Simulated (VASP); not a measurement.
# MnAs (P6_3/mmc) in VASP: a series of runs

Aim: see how the results for MnAs move with the level of theory and the settings. Levels: revPBE+D3(BJ), BLYP+D3(BJ), BLYP+D4, PBE. Tasks: relaxation of cell and atoms, single point.

All numbers are computed with VASP 6.6.1; they aren't measurements. Logs are shortened: lines on timing, memory, paths and dates and some standing lists are left out, and cuts for length are marked.

### 1 The cell of the first run

Symmetry: P6_3/mmc, No. 194, hexagonal system. Conventional cell: a = 3.710 Å, b = 3.710 Å, c = 5.691 Å, α = 90.00°, β = 90.00°, γ = 120.00°. Within 3.4 Å of As (site symmetry -6m2) lie 6 Mn at 2.57 Å. Mn (site symmetry -3m) has 6 As at 2.57 Å and 2 Mn at 2.85 Å within 3.4 Å.

### 2 Relaxation of cell and atoms, revPBE+D3(BJ), collinear spin, ferromagnetic start

INCAR reads:

```
  ALGO = Normal
  EDIFF = 1E-6
  EDIFFG = -0.01
  ENCUT = 600
  GGA = RE
  IBRION = 2
  ISIF = 3
  ISMEAR = -1
  ISPIN = 2
  IVDW = 12
  LASPH = True
  LCHARG = False
  LMAXMIX = 4
  LORBIT = 11
  LREAL = False
  LWAVE = False
  MAGMOM = 0 0 4 4
  NELM = 150
  NSW = 60
  PREC = Accurate
  SIGMA = 0.05
```

KPOINTS reads:

```
k-points
0
Gamma
  8 8 5
```

POSCAR reads:

```
MnAs
1.0
    3.7100000000      0.0000000000      0.0000000000
   -1.8550000000      3.2129542480      0.0000000000
    0.0000000000      0.0000000000      5.6910000000
As Mn
2 2
Direct
    0.6666666667      0.3333333333      0.7500000000
    0.3333333333      0.6666666667      0.2500000000
    0.0000000000      0.0000000000      0.5000000000
    0.0000000000      0.0000000000      0.0000000000
```

Potentials or basis: VASP PAW PBE potentials, release 64 (As, Mn_pv).

Started as:

```bash
$ cat potpaw_PBE.64/As/POTCAR potpaw_PBE.64/Mn_pv/POTCAR > POTCAR
$ mpirun -np 1 vasp_std > vasp.out
```

OUTCAR:

```text
EDIFF = 1E-6
   EDIFFG = -0.01
   ENCUT = 600
   GGA = RE
   IBRION = 2
   ISIF = 3
   ISMEAR = -1
   ISPIN = 2
   IVDW = 12
   LASPH = True
   LORBIT = 11
   LREAL = False
   NELM = 150
   NSW = 60
   PREC = Accurate
 IVDW          = 12

 ion  position               nearest neighbor table
   1  0.667  0.333  0.750-   3 2.57   4 2.57   3 2.57   4 2.57   3 2.57   4 2.57
   2  0.333  0.667  0.250-   3 2.57   4 2.57   3 2.57   4 2.57   3 2.57   4 2.57
   3  0.000  0.000  0.500-   1 2.57   2 2.57   2 2.57   1 2.57   1 2.57   2 2.57   4 2.85   4 2.85

   4  0.000  0.000  0.000-   1 2.57   2 2.57   2 2.57   1 2.57   1 2.57   2 2.57   3 2.85   3 2.85

  LATTYP: Found a hexagonal cell.
 ALAT       =     3.7100000000
 C/A-ratio  =     1.5339622642

  Lattice vectors:

 A1 = (   3.7100000000,   0.0000000000,   0.0000000000)
 A2 = (  -1.8550000000,   3.2129542480,   0.0000000000)
 A3 = (   0.0000000000,   0.0000000000,   5.6910000000)

Analysis of symmetry for initial positions (statically):
=====================================================================
 Subroutine PRICEL returns:
 Original cell was already a primitive cell.

 Routine SETGRP: Setting up the symmetry group for a
 hexagonal supercell.

 Subroutine GETGRP returns: Found 24 space group operations
 (whereof 12 operations were pure point group operations)
 out of a pool of 24 trial point group operations.

The static configuration has the point symmetry D_3d.
 The point group associated with its full space group is D_6h.

Analysis of symmetry for dynamics (positions and initial velocities):
=====================================================================
 Subroutine PRICEL returns:
 Original cell was already a primitive cell.

 Routine SETGRP: Setting up the symmetry group for a
 hexagonal supercell.

 Subroutine GETGRP returns: Found 24 space group operations
 (whereof 12 operations were pure point group operations)
 out of a pool of 24 trial point group operations.

The dynamic configuration has the point symmetry D_3d.
 The point group associated with its full space group is D_6h.

Analysis of structural, dynamic, and magnetic symmetry:
=====================================================================
 Subroutine PRICEL returns:
 Original cell was already a primitive cell.

 Routine SETGRP: Setting up the symmetry group for a
 hexagonal supercell.

 Subroutine GETGRP returns: Found 24 space group operations
 (whereof 12 operations were pure point group operations)
 out of a pool of 24 trial point group operations.

The overall configuration has the point symmetry D_3d.
 The point group associated with its full space group is D_6h.

 Subroutine INISYM returns: Found 24 space group operations
 (whereof 12 operations are pure point group operations),
 and found     1 'primitive' translations

----------------------------------------------------------------------------------------

                                     Primitive cell

  volume of cell :      67.8371

  direct lattice vectors                    reciprocal lattice vectors
     3.710000000  0.000000000  0.000000000     0.269541779  0.155620019  0.000000000
    -1.855000000  3.212954248  0.000000000     0.000000000  0.311240037  0.000000000
     0.000000000  0.000000000  5.691000000     0.000000000  0.000000000  0.175716043

  length of vectors
     3.710000000  3.710000000  5.691000000     0.311240037  0.311240037  0.175716043

  position of ions in fractional coordinates (direct lattice)
     0.666666667  0.333333333  0.750000000
     0.333333333  0.666666667  0.250000000
     0.000000000  0.000000000  0.500000000
     0.000000000  0.000000000  0.000000000

  ion indices of the primitive-cell ions
   primitive index   ion index
                 1           1
                 2           2
                 3           3
                 4           4

----------------------------------------------------------------------------------------

 KPOINTS: k-points

Automatic generation of k-mesh.
 Grid dimensions read from file:
 generate k-points for:    8    8    5

 Generating k-lattice:

  Cartesian coordinates                     Fractional coordinates (reciprocal lattice)
     0.033692722  0.019452502  0.000000000     0.125000000 -0.000000000  0.000000000
     0.000000000  0.038905005  0.000000000     0.000000000  0.125000000  0.000000000
     0.000000000  0.000000000  0.035143209     0.000000000  0.000000000  0.200000000

  Length of vectors
     0.038905005  0.038905005  0.035143209

  Shift w.r.t. Gamma in fractional coordinates (k-lattice)
     0.000000000  0.000000000  0.000000000

 Subroutine IBZKPT returns following result:
 ===========================================

 Found     30 irreducible k-points:

 Following reciprocal coordinates:
            Coordinates               Weight
  0.000000  0.000000  0.000000      1.000000
  0.125000  0.000000  0.000000      6.000000
  0.250000  0.000000  0.000000      6.000000
  0.375000  0.000000  0.000000      6.000000
  0.500000  0.000000  0.000000      3.000000
  0.125000  0.125000  0.000000      6.000000
[... 16 lines left out ...]
  0.250000  0.000000  0.400000     12.000000
  0.375000  0.000000  0.400000     12.000000
 [... further k-points ...]
   k-points           NKPTS =     30   k-points in BZ     NKDIM =     30   number of bands    NBANDS=     26
   number of dos      NEDOS =    301   number of ions     NIONS =      4
   total plane-waves  NPLWV =  43200
   dimension x,y,z NGX =    30 NGY =   30 NGZ =   48
   dimension x,y,z NGXF=    60 NGYF=   60 NGZF=   96
   ions per type =               2   2
   NGX,Y,Z   is equivalent  to a cutoff of  13.44, 13.44, 14.02 a.u.
   NGXF,Y,Z  is equivalent  to a cutoff of  26.89, 26.89, 28.04 a.u.
 SYSTEM =  unknown system
   PREC   = accura    normal or accurate (medium, high low for compatibility)
   ISTART =      0    job   : 0-new  1-cont  2-samecut
   ICHARG =      2    charge: 1-file 2-atom 10-const
   ISPIN  =      2    spin polarized calculation?
   LNONCOLLINEAR =      F non collinear calculations
   LSORBIT =      F    spin-orbit coupling
   LASPH  =      T    aspherical Exc in radial PAW
   ENCUT  =  600.0 eV  44.10 Ry    6.64 a.u.   7.41  7.41 11.37*2*pi/ulx,y,z
   NELM   =    150;   NELMIN=  2; NELMDL= -5     # of ELM steps
   EDIFF  = 0.1E-05   stopping-criterion for ELM
   LREAL  =      F    real-space projection
   EDIFFG = -.1E-01   stopping-criterion for IOM
   NSW    =     60    number of steps for IOM
   IBRION =      2    ionic relax: 0-MD 1-quasi-New 2-CG
   NFREE  =      1    steps in history (QN), initial steepest desc. (CG)
   ISIF   =      3    stress and relaxation
   ISYM   =      2    0-nonsym 1-usesym 2-fastsym
   POTIM  = 0.5000    time-step for ionic-motion
   TEBEG  =    0.0;   TEEND  =   0.0 temperature during run
   PSTRESS=    0.0 pullay stress
   NELECT =      36.0000    total number of electrons
   NUPDOWN=      -1.0000    fix difference up-down
   EMIN   =  10.00;   EMAX   =-10.00  energy-range for DOS
   EFERMI =   0.00;   METHOD = LEGACY
   ISMEAR =    -1;   SIGMA  =   0.05  broadening in eV -4-tet -1-fermi 0-gaus
   EFERMI_NEDOS =   21; number of points for ismear=-14 and -15
   IALGO  =     38    algorithm
   IMIX   =      4    mixing-type and parameters
     AMIX     =   0.40;   BMIX     =  1.00
     AMIX_MAG =   1.60;   BMIX_MAG =  1.00
  volume/ion in A,a.u.               =      16.96       114.45
  Fermi-wavevector in a.u.,A,eV,Ry     =   1.325419  2.504679 23.901852  1.756737
  Thomas-Fermi vector in A             =   2.454882
   LORBIT       =     11    0 simple, 1 ext, 2 COOP (PROOUT), +10 PAW based schemes
   GGA     = RE    functional components
   LHFCALC =     F    Hartree Fock is set to
   AEXX    =    0.0000 exact exchange contribution
   IVDW    =    12    specifies the selected vdW correction
   LEPSILON=     F    determine dielectric tensor
   LRPA    =     F    only Hartree local field effects (RPA)
 conjugate gradient relaxation of ions
 spin polarized calculation
  energy-cutoff  :      600.00
  volume of cell :       67.84
 maximum number of plane-waves:      2296
 NGX is ok and might be reduce to    30
   NGX = 15   NGY = 15   NGZ = 23

--------------------------------------- Ionic step        1  -------------------------------------------

 number of electron      36.0000004 magnetization       6.3564445

 Free energy of the ion-electron system (eV)
  ---------------------------------------------------
  ext. energy  EPLUGINS =         0.00000000
  ---------------------------------------------------
  free energy    TOTEN  =       -26.95097777 eV

  energy without entropy =      -26.93034403  energy(sigma->0) =      -26.94066090

------------------------ aborting loop because EDIFF is reached ----------------------------------------

 Edisp (eV)   -2.86250

 E8    (eV) :    -2.0086
[... 111 lines left out ...]
  FREE ENERGIE OF THE ION-ELECTRON SYSTEM (eV)
  ---------------------------------------------------
  free  energy   TOTEN  =       -30.0536032530 eV

  energy  without entropy=      -30.0324237173  energy(sigma->0) =      -30.04301349

[... ionic steps 4 to 8 ...]

--------------------------------------- Ionic step        9  -------------------------------------------

 number of electron      36.0000002 magnetization       5.2105681

------------------------ aborting loop because EDIFF is reached ----------------------------------------
[... 79 lines left out ...]
--------------------------------------- Ionic step       11  -------------------------------------------

 number of electron      35.9999997 magnetization       5.2132647

 Free energy of the ion-electron system (eV)
  ---------------------------------------------------
  ext. energy  EPLUGINS =         0.00000000
  ---------------------------------------------------
  free energy    TOTEN  =       -26.79416788 eV

  energy without entropy =      -26.77303662  energy(sigma->0) =      -26.78360225

 E-fermi :   8.2664     XC(G=0): -11.7503

 val. band max:        8.2633864636   @ k =   0.5000   0.0000   0.4000
 cond. band min:       8.2817202086   @ k =   0.1250   0.1250   0.0000
 fundamental gap:      0.0183337450
 Fermi energy:         8.2663865443

 spin component 1

 k-point     1 :       0.0000    0.0000    0.0000
  band No.  band energies     occupation
      1     -41.3975      1.00000
      2     -41.3975      1.00000
      3     -41.3805      1.00000
      4     -41.3805      1.00000
      5     -41.2369      1.00000
      6     -41.0706      1.00000
[... 685 lines left out ...]
     25      12.8590      0.00000
     26      13.6954      0.00000

 [... further k-points ...]

 spin component 2

 k-point     1 :       0.0000    0.0000    0.0000
  band No.  band energies     occupation
      1     -38.5490      1.00000
      2     -38.4962      1.00000
      3     -38.4962      1.00000
      4     -38.4763      1.00000
      5     -38.4763      1.00000
      6     -38.3606      1.00000
[... 685 lines left out ...]
     25      13.3641      0.00000
     26      14.3062      0.00000

 [... further k-points ...]

------------------------ aborting loop because EDIFF is reached ----------------------------------------

 Edisp (eV)   -3.25957

 E8    (eV) :    -2.2866
[... 27 lines left out ...]
  FREE ENERGIE OF THE ION-ELECTRON SYSTEM (eV)
  ---------------------------------------------------
  free  energy   TOTEN  =       -30.0537366654 eV

  energy  without entropy=      -30.0326054049  energy(sigma->0) =      -30.04317104

 reached required accuracy - stopping structural energy minimisation

 total charge

# of ion       s       p       d       tot
------------------------------------------
    1        1.208   1.571   0.075   2.854
    2        1.208   1.571   0.075   2.854
    3        0.304   6.296   5.171  11.770
    4        0.304   6.296   5.171  11.770
--------------------------------------------------
tot          3.024  15.734  10.492  29.249

 magnetization (x)

# of ion       s       p       d       tot
------------------------------------------
    1       -0.003  -0.112   0.006  -0.109
    2       -0.003  -0.112   0.006  -0.109
    3        0.028   0.025   2.625   2.678
    4        0.028   0.025   2.625   2.678
--------------------------------------------------
tot          0.050  -0.174   5.263   5.139
```

Run time: 11 min. Hardware: 1 thread of Oxide Virtual Turin-like, shared host; peak memory 0.28 GiB.

What came out:

```yaml
Free_energy: -30.0537 eV
Relaxed_volume: 14.93 Å³/atom
Relaxed_cell: a = 3.566 Å, b = 3.566 Å, c = 5.423 Å, α = 90.00°, β = 90.00°, γ = 120.00°
Space_group_after_relaxing_to_0.1_Å: P6_3/mmc (No. 194)
Energy_gained_by_relaxing: 60.1 meV/atom
Ionic_steps: 11
Pressure_after_relaxing: 0.0 GPa
Net_moment: 5.21 μB per cell
Site_moments: As -0.11; Mn +2.68 μB
Valence_electrons_inside_the_program's_atomic_spheres: As 2.85; Mn 11.77
Dispersion_energy_per_atom: -0.815 eV
```

Step by step:
```tsv
step	energy change (eV)	largest force (eV/Å)	pressure (GPa)	volume (Å³)
1	0.0000	0.0000	-7.69	67.84
2	-0.2391	0.0000	-0.69	60.15
3	-0.2401	0.0000	-0.03	59.74
4	-0.2400	0.0000	0.23	59.58
5	-0.2402	0.0000	-0.15	59.77
6	-0.2402	0.0000	-0.03	59.73
7	-0.2402	0.0000	0.03	59.74
8	-0.2402	0.0000	0.04	59.76
9	-0.2402	0.0000	-0.04	59.76
10	-0.2402	0.0000	-0.06	59.75
11	-0.2403	0.0000	0.01	59.71
```

Final structure:
```xyz
4
Lattice="3.5658 0.0000 0.0000 -1.7829 3.0881 0.0000 0.0000 0.0000 5.4226" Properties=species:S:1:pos:R:3 pbc="T T T"
As    1.7829    1.0294    4.0669
As    0.0000    2.0587    1.3556
Mn    0.0000    0.0000    2.7113
Mn    0.0000    0.0000    0.0000
```

Caveat: the PAW data sets were made with another functional, which shifts forces and pressure a little; only a ferromagnetic start was run, and an antiferromagnetic order may lie lower in energy.

### 3 Single point, BLYP+D3(BJ), collinear spin, ferromagnetic start

This run uses another cell than the first one, of 15.30 Å³/atom.

INCAR reads:

```
PREC = Accurate ; ENCUT = 520
EDIFF = 1E-6 ; ISMEAR = -1
SIGMA = 0.05 ; LREAL = F
LASPH = T ; NELM = 150
ALGO = Normal ; ISIF = 2
LWAVE = F ; LCHARG = T
ISPIN = 2 ; MAGMOM = 0 0 4 4
LORBIT = 11 ; LMAXMIX = 4
GGA = B5 ; ALDAX = 1.0
AGGAX = 1.0 ; AGGAC = 1.0
ALDAC = 0.0 ; IVDW = 12
VDW_S6 = 1.0 ; VDW_S8 = 2.6996
VDW_A1 = 0.4298 ; VDW_A2 = 4.2359
LELF = T ; LVHAR = T
NBANDS = 30
```

KPOINTS reads:

```
Automatic mesh
0
Gamma
  8 8 5
```

POSCAR reads:

```
MnAs
1.0
    3.6022094587      0.0000000000      0.0000000000
   -1.8011047294      3.1196049010      0.0000000000
    0.0000000000      0.0000000000      5.4448592912
As Mn
2 2
Direct
    0.6666666667      0.3333333333      0.7500000000
    0.3333333333      0.6666666667      0.2500000000
    0.0000000000      0.0000000000      0.5000000000
    0.0000000000      0.0000000000      0.0000000000
```

Potentials or basis: VASP PAW PBE potentials, release 64 (As, Mn_pv).

Started as:

```bash
$ cat potpaw_PBE.64/As/POTCAR potpaw_PBE.64/Mn_pv/POTCAR > POTCAR
$ mpirun -np 1 vasp_std > vasp.out
```

Run time: 96 s. Hardware: 1 thread of Oxide Virtual Turin-like, shared host; peak memory 0.22 GiB.

It converged, with:

```
Free energy                                           : -28.0881 eV
Pressure                                              : 0.3 GPa
Net moment                                            : 5.17 μB per cell
Site moments                                          : As -0.10; Mn +2.64 μB
Valence electrons inside the program's atomic spheres : As 2.88; Mn 11.79
Dispersion energy per atom                            : -0.943 eV
```

Stress tensor (GPa, compression positive):
```
0.33 0.00 0.00
0.00 0.33 0.00
0.00 0.00 0.25
```

Levels at points of the mesh, in eV from the Fermi level:
Spin up:
```
           k point  band 18  band 19  band 20  band 21  band 22  band 23  band 24  band 25
(0.00, 0.00, 0.00)    -1.36     0.19     0.72     0.72     1.85     3.51     3.51     4.37
(0.50, 0.00, 0.00)    -1.78    -1.72    -1.41    -1.19     0.17     1.79     3.87     5.53
```
Spin down:
```
           k point  band 13  band 14  band 15  band 16  band 17  band 18
(0.00, 0.00, 0.00)    -0.54    -0.54    -0.31    -0.31     0.68     0.68
(0.50, 0.00, 0.00)    -3.13    -2.14    -1.71     0.41     0.49     0.53
```

Caveat: the PAW data sets were made with another functional, which shifts forces and pressure a little; only a ferromagnetic start was run, and an antiferromagnetic order may lie lower in energy.

(Continued in part 2 of 3.)
